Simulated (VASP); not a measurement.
Here is a VASP 6.6.1 calculation.

INCAR

```
SYSTEM = Si33C32
ALGO = Normal ; EDIFF = 1E-7
ENCUT = 520 ; GGA = PS
ISIF = 2 ; ISMEAR = -1
ISYM = 0 ; LASPH = .True.
LCHARG = .False. ; LREAL = Auto
LWAVE = .False. ; NBANDS = 168
NELM = 60 ; PREC = Accurate
SIGMA = 0.05
```

KPOINTS

```
Automatic mesh
0
Gamma
  1 1 1
  0.25 0.25 0.25
```

The input POSCAR:

```
Si33C32
1.0
    8.7137060000      0.0000000000      0.0000000000
    0.0000000000      8.7137060000      0.0000000000
    0.0000000000      0.0000000000      8.7137060000
Si C
33 32
Direct
    0.9994300000      0.0008450000      0.9997340000
    0.9997360000      0.0003010000      0.4980050000
    0.9990690000      0.5008650000      0.0014340000
    0.9998260000      0.5005800000      0.4956870000
    0.4993000000      0.0010160000      0.0012050000
    0.5002280000      0.0011700000      0.4958060000
    0.4955430000      0.5034390000      0.0208360000
    0.5019680000      0.5024130000      0.4760250000
    0.2499360000      0.2486370000      0.9997010000
    0.2493820000      0.2478850000      0.4973130000
    0.2472490000      0.7513570000      0.0007790000
    0.2499400000      0.7502440000      0.4980940000
    0.7525060000      0.2460210000      0.9996940000
    0.7527560000      0.2477700000      0.4972250000
    0.7513080000      0.7499980000      0.9994550000
    0.7525140000      0.7502590000      0.4954350000
    0.2494090000      0.0004650000      0.2499180000
    0.2478210000      0.0009510000      0.7504530000
    0.2478230000      0.5010140000      0.2503960000
    0.2275560000      0.5044390000      0.7539130000
    0.7513620000      0.0004750000      0.2499060000
    0.7534870000      0.0005380000      0.7494400000
    0.7534790000      0.5000000000      0.2499860000
    0.7735600000      0.4997980000      0.7492380000
    0.9997290000      0.2485580000      0.2497400000
    0.9998270000      0.2462310000      0.7500130000
    0.9994390000      0.7502870000      0.2502750000
    0.9990640000      0.7519640000      0.7502920000
    0.5002260000      0.2463500000      0.2506040000
    0.5019420000      0.2265750000      0.7518520000
    0.4993010000      0.7517470000      0.2504620000
    0.4956010000      0.7713750000      0.7528410000
    0.4983450000      0.5022990000      0.7517170000
    0.1253320000      0.1254200000      0.1250520000
    0.1264060000      0.1260000000      0.6251120000
    0.1250470000      0.6252030000      0.1250410000
    0.1218790000      0.6280270000      0.6223780000
    0.6253640000      0.1255810000      0.1245560000
    0.6289460000      0.1221600000      0.6218700000
    0.6277930000      0.6271290000      0.1279190000
    0.6231670000      0.6212830000      0.6277150000
    0.3733440000      0.3723120000      0.1287700000
    0.3805920000      0.3791320000      0.6286100000
    0.3757710000      0.8747330000      0.1241890000
    0.3733460000      0.8793130000      0.6217710000
    0.8746850000      0.3751010000      0.1237940000
    0.8800430000      0.3721170000      0.6215650000
    0.8753180000      0.8753920000      0.1248410000
    0.8746840000      0.8743440000      0.6245450000
    0.3757980000      0.1262610000      0.3757100000
    0.3726730000      0.1224230000      0.8779420000
    0.3726780000      0.6284850000      0.3718820000
    0.3760660000      0.6247850000      0.8742520000
    0.8763740000      0.1248140000      0.3742670000
    0.8755040000      0.1251650000      0.8745070000
    0.8755180000      0.6250550000      0.3746050000
    0.8782940000      0.6280980000      0.8775480000
    0.1263950000      0.3756700000      0.3754410000
    0.1218600000      0.3729160000      0.8774930000
    0.1253370000      0.8755930000      0.3748830000
    0.1250300000      0.8755930000      0.8746400000
    0.6289480000      0.3724140000      0.3716050000
    0.6231400000      0.3782640000      0.8707070000
    0.6253560000      0.8751170000      0.3750210000
    0.6277890000      0.8784700000      0.8765840000
```

Potentials or basis: VASP PAW PBE potentials, release 64 (Si, C).

Command:

```sh
$ cat potpaw_PBE.64/Si/POTCAR potpaw_PBE.64/C/POTCAR > POTCAR
$ mpirun -np 1 vasp_std > vasp.out
```

Problem. Estimate the pressure.

Solution. 3.2 GPa.

Problem. Predict the band gap on the k mesh.

Solution. 0.06 eV.

Problem. What does it give for the largest force?

Solution. 0.462 eV/Å.

Forces in eV/Å, atoms in the order of the input:
```
Si   0.130 -0.045  0.213
Si   0.141  0.000  0.180
Si   0.085 -0.042  0.172
Si   0.159 -0.015  0.167
Si   0.160 -0.103  0.191
Si   0.131 -0.020  0.179
Si   0.368 -0.044  0.276
Si  -0.026 -0.187  0.242
Si  -0.055  0.131  0.171
Si   0.015  0.152  0.156
Si   0.021  0.257  0.259
Si  -0.054  0.172  0.134
Si  -0.012  0.317  0.239
Si  -0.044  0.151  0.152
Si  -0.088  0.132  0.131
Si  -0.012  0.238  0.321
Si   0.093  0.035  0.037
Si   0.043  0.021 -0.022
Si   0.043 -0.023  0.022
Si   0.043 -0.157 -0.156
Si   0.047 -0.011 -0.009
Si  -0.004 -0.081  0.005
Si  -0.003  0.003 -0.081
Si  -0.062  0.084  0.084
Si   0.141  0.173  0.002
Si   0.158  0.164 -0.013
Si   0.130  0.213 -0.040
Si   0.083  0.178 -0.037
Si   0.131  0.177 -0.018
Si  -0.025  0.244 -0.185
Si   0.157  0.195 -0.100
Si   0.364  0.276 -0.039
Si   0.241 -0.201 -0.197
C   -0.047 -0.066 -0.098
C   -0.085 -0.065 -0.088
C   -0.004 -0.102 -0.117
C   -0.041 -0.041 -0.109
C   -0.076 -0.055 -0.107
C   -0.066 -0.072 -0.088
C   -0.068 -0.021 -0.028
C   -0.087  0.024 -0.008
C   -0.136 -0.017 -0.081
C   -0.181 -0.115 -0.121
C   -0.135 -0.030 -0.019
C   -0.140 -0.079 -0.013
C   -0.049 -0.105 -0.045
C   -0.138 -0.061 -0.058
C   -0.051 -0.061 -0.059
C   -0.047 -0.053 -0.096
C   -0.099 -0.126 -0.132
C   -0.088 -0.080 -0.104
C   -0.088 -0.100 -0.089
C   -0.030 -0.132 -0.144
C   -0.095 -0.077 -0.088
C   -0.116 -0.038 -0.142
C   -0.117 -0.131 -0.046
C   -0.038 -0.108 -0.112
C   -0.082 -0.089 -0.071
C   -0.040 -0.118 -0.044
C   -0.048 -0.099 -0.077
C   -0.003 -0.118 -0.114
C   -0.068 -0.093 -0.075
C   -0.088 -0.011  0.030
C   -0.075 -0.114 -0.062
C   -0.069 -0.033 -0.032
```

Caveat: the PAW data sets were made with another functional, which shifts forces and pressure a little.
